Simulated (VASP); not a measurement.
SnC4:

```
Sn C
1.0
     4.32608    0.00000    0.00000
    -2.16304    3.74649    0.00000
     0.00000    0.00000   16.51673
Sn C
3 12
Direct
  0.00000 0.00000 0.50000
  0.66667 0.33333 0.59723
  0.33333 0.66667 0.40277
  0.00000 0.33334 0.14454
  0.33334 0.33334 0.14454
  0.33334 0.00000 0.14454
  0.66666 0.00000 0.14454
  0.66666 0.66666 0.14454
  0.00000 0.66666 0.14454
  0.33334 0.33334 0.85546
  0.33334 0.00000 0.85546
  0.00000 0.33334 0.85546
  0.66666 0.00000 0.85546
  0.66666 0.66666 0.85546
  0.00000 0.66666 0.85546
```

```yaml
Program: VASP 6.6.1
Task: relaxation of shape and atoms at fixed volume
Functional: PBE
Potentials_or_basis: VASP PAW PBE potentials, release 64 (Sn_d, C)
Cutoff: 600 eV
k_mesh: 12 × 12 × 2
Occupations: gaussian, width 0.1 eV
Spin: no spin polarisation
```

At the start: pressure -3.6 GPa; volume 17.85 Å³/atom.

Task: How do energy, volume and symmetry change on relaxing?

Result: Over 11 steps the energy falls by 5.3 meV/atom; space group P-3m1 (No. 164, to 0.1 Å) before and after.

The path:
| step | energy change (eV) | largest force (eV/Å) | pressure (GPa) | volume (Å³) |
| --- | --- | --- | --- | --- |
| 1 | 0.0000 | 0.1795 | -3.57 | 267.70 |
| 2 | -0.0745 | 0.1171 | -0.91 | 267.70 |
| 3 | -0.0767 | 0.1044 | -0.36 | 267.70 |
| 4 | -0.0767 | 0.1059 | -0.42 | 267.70 |
| 5 | -0.0777 | 0.0886 | -0.40 | 267.70 |
| 6 | -0.0796 | 0.0415 | -0.33 | 267.70 |
| 7 | -0.0789 | 0.0672 | -0.18 | 267.70 |
| 8 | -0.0801 | 0.0185 | -0.27 | 267.70 |
| 9 | -0.0801 | 0.0194 | -0.27 | 267.70 |
| 10 | -0.0789 | 0.1252 | -0.16 | 267.70 |
| 11 | -0.0802 | 0.0022 | -0.25 | 267.70 |

Final structure:
```
CELL_PARAMETERS angstrom
4.28599 0.00000 0.00000
-2.14299 3.71178 0.00000
0.00000 0.00000 16.82714
ATOMIC_POSITIONS crystal
Sn 0.00000 0.00000 0.50000
Sn 0.66667 0.33333 0.59467
Sn 0.33333 0.66667 0.40533
C 0.00000 0.33334 0.14455
C 0.33334 0.33334 0.14455
C 0.33334 0.00000 0.14455
C 0.66666 0.00000 0.14455
C 0.66666 0.66666 0.14455
C 0.00000 0.66666 0.14455
C 0.33334 0.33334 0.85545
C 0.33334 0.00000 0.85545
C 0.00000 0.33334 0.85545
C 0.66666 0.00000 0.85545
C 0.66666 0.66666 0.85545
C 0.00000 0.66666 0.85545
```

Caveat: this functional lacks dispersion, which binds layers or chains, so the pressure and a relaxed spacing across them are unreliable.
